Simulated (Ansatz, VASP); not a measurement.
## GaP in VASP and in Ansatz

Contents of POSCAR:

```
GaP
1.0
    0.0000000000      2.7258124900      2.7258124900
    2.7258124900      0.0000000000      2.7258124900
    2.7258124900      2.7258124900      0.0000000000
Ga P
1 1
Direct
    0.0000000000      0.0000000000      0.0000000000
    0.7500000000      0.7500000000      0.7500000000
```

INCAR.step1

```
SYSTEM = GaP
PREC     = Accurate       ! precision mode
ENCUT    = 600            ! plane-wave cutoff, eV
ISMEAR   = 0              ! smearing method
SIGMA    = 0.02           ! smearing width, eV
LREAL    = .False.        ! projectors in reciprocal space
LASPH    = .True.         ! aspherical terms in the spheres
NELM     = 100            ! most SCF steps
GGA      = PE             ! functional
ALGO     = Normal         ! electronic algorithm
EDIFF    = 1E-4           ! SCF threshold, eV
LWAVE    = .True.         ! write WAVECAR
LCHARG   = .False.        ! write CHGCAR
```

The input INCAR.step2:

```
SYSTEM = GaP
PREC     = Accurate       ! precision mode
ENCUT    = 600            ! plane-wave cutoff, eV
EDIFF    = 1E-6           ! SCF threshold, eV
ISMEAR   = 0              ! smearing method
SIGMA    = 0.02           ! smearing width, eV
LREAL    = .False.        ! projectors in reciprocal space
LASPH    = .True.         ! aspherical terms in the spheres
NELM     = 100            ! most SCF steps
ALGO     = Normal         ! electronic algorithm
ISIF     = 3              ! what is computed and relaxed
LWAVE    = .False.        ! write WAVECAR
LCHARG   = .False.        ! write CHGCAR
METAGGA  = R2SCAN         ! meta-GGA
LMIXTAU  = .True.       
IBRION   = 2              ! ionic algorithm
NSW      = 100            ! ionic steps
EDIFFG   = -0.002         ! ionic threshold
ISTART   = 1
```

KPOINTS

```
regular mesh
0
Gamma
  8 8 8
  0 0 0
```

Input for Ansatz:

```yaml
crystal:
  lattice:
    - [0.0, 2.72581249, 2.72581249]
    - [2.72581249, 0.0, 2.72581249]
    - [2.72581249, 2.72581249, 0.0]
  atoms:
    - { symbol: Ga, position: [0.0, 0.0, 0.0] }
    - { symbol: P, position: [0.75, 0.75, 0.75] }
basis:
  ecutwfc: 500
kpoints:
  mp_grid: { grid: [8, 8, 8] }
hamiltonian:
  xc: r2scan
  pseudopotentials: { kind: paw, azcp: { folder: soft_1 } }
scf:
  occupations: { method: gaussian, width: 0.02 }
output:
  forces: true
  stress: true
  eigenvalues: true
relax:
  adjacent_minimum: "off"
  f_tol: 0.002
  max_steps: 80
  cell: { stress_tol: 0.02 }
```

Alike in both runs: task relaxation of cell and atoms; functional r2SCAN; k mesh 8 × 8 × 8; occupations gaussian, width 0.02 eV; no spin polarisation.

```csv
,VASP,Ansatz
version,VASP 6.6.1,Ansatz 0.2.0
potentials or method,"VASP PAW PBE potentials, release 64 (Ga_d, P), cutoff 600 eV","scalar-relativistic, plane waves, PAW"
valence electrons in the cell,18,18
```

```tsv
	VASP	Ansatz	Ansatz less VASP
gap on the k mesh at the Fermi level, each at its own relaxed structure (eV)	1.90	1.90	-0.004
relaxed volume (Å³/atom)	20.23	20.25	+0.023
relaxed cell length with the largest relative difference (Å)	3.853	3.855	+0.0015
```

VASP's potentials were made for PBE, not for r2SCAN.
